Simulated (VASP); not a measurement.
Wanted: the native input for a VASP 6.6.1 run.

| Property | Result |
| --- | --- |
| Task | single point |
| Functional | PBE |
| Potentials or basis | VASP PAW PBE potentials, release 64 (Ti_sv, Se) |
| Cutoff | 500 eV |
| k mesh | 16 × 16 × 8 |
| Occupations | fermi-dirac, width 0.01 eV |
| Spin | no spin polarisation |
| Dipole correction | no |
| Further INCAR settings | ALGO = Normal; EDIFF = 1e-06; NBANDS = 19 |

The structure of TiSe2 lies in POSCAR:

```
TiSe2
1.0
    3.3648132393      0.0000000000      0.0000000000
   -1.6824066196      2.9140137442      0.0000000000
    0.0000000000      0.0000000000      5.5845079209
Ti Se
1 2
Direct
    0.0000000000      0.0000000000      0.0000000000
    0.3333333333      0.6666666667      0.2806235620
    0.6666666667      0.3333333333     -0.2806235620
```

These files were run (other wordings do the same):

INCAR

```
PREC = Accurate ; ENCUT = 500
EDIFF = 1E-6 ; ISMEAR = -1
SIGMA = 0.01 ; LREAL = F
LASPH = T ; NELM = 120
ALGO = Normal ; ISIF = 2
LWAVE = F ; LCHARG = F
GGA = PE ; NBANDS = 19
GGA_COMPAT = F
```

KPOINTS

```
regular mesh
0
Gamma
  16 16 8
```

Potentials or basis: VASP PAW PBE potentials, release 64 (Ti_sv, Se).

The run is started by

```console
$ cat potpaw_PBE.64/Ti_sv/POTCAR potpaw_PBE.64/Se/POTCAR > POTCAR
$ mpirun -np 1 vasp_std > vasp.out
```

Results of the run:

```json
{"Pressure": "12.1 GPa", "Largest force": "0.019 eV/Å", "Band gap on the k mesh": "zero (band 12 reaches 7.39 eV, above the bottom of band 13 at 6.30 eV)"}
```

Run time: 3.9 min on 1 thread of AMD EPYC 7R43 64-Core Processor (Zen 3) (shared host), peak memory 0.29 GiB.
